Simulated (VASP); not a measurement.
Write the native input for VASP 6.6.1 that does the following.

| Quantity | Value |
| --- | --- |
| Task | single point |
| Functional | PBEsol |
| Potentials or basis | VASP PAW PBE potentials, release 64 (Zn) |
| Cutoff | 520 eV |
| k mesh | 11 × 11 × 6 |
| Occupations | fermi-dirac, width 0.05 eV |
| Spin | no spin polarisation |
| Dipole correction | no |
| Further INCAR settings | ALGO = Normal; EDIFF = 1e-06; NBANDS = 19 |

The structure of Zn lies in POSCAR:

```
Zn
1.0
    2.7051356082      0.0000000000      0.0000000000
   -1.3525678041      2.3427161574      0.0000000000
    0.0000000000      0.0000000000      5.0313495994
Zn
2
Direct
    0.6666666667      0.3333333333      0.7500000000
    0.3333333333      0.6666666667      0.2500000000
```

This cell differs from its parent crystal: volume scaled by 1.04.

These files were run (other wordings do the same):

INCAR

```
PREC = Accurate ; ENCUT = 520
EDIFF = 1E-6 ; ISMEAR = -1
SIGMA = 0.05 ; LREAL = F
LASPH = T ; NELM = 60
ALGO = Normal ; ISIF = 2
LWAVE = F ; LCHARG = F
GGA = PS ; NBANDS = 19
```

KPOINTS

```
Automatic mesh
0
Gamma
  11 11 6
```

Potentials or basis: VASP PAW PBE potentials, release 64 (Zn).

Command:

```bash
$ cat potpaw_PBE.64/Zn/POTCAR > POTCAR
$ mpirun -np 1 vasp_std > vasp.out
```

It gave:

```
Pressure               : -7.5 GPa
Band gap on the k mesh : zero (band 12 reaches 4.30 eV, above the bottom of band 13 at -0.47 eV)
```

Caveat: the PAW data sets were made with another functional, which shifts forces and pressure a little.

Wall time 20 s on 1 thread of Intel(R) Xeon(R) Platinum 8259CL CPU @ 2.50GHz (Skylake/Cascade Lake) (shared host), peak memory 0.16 GiB.
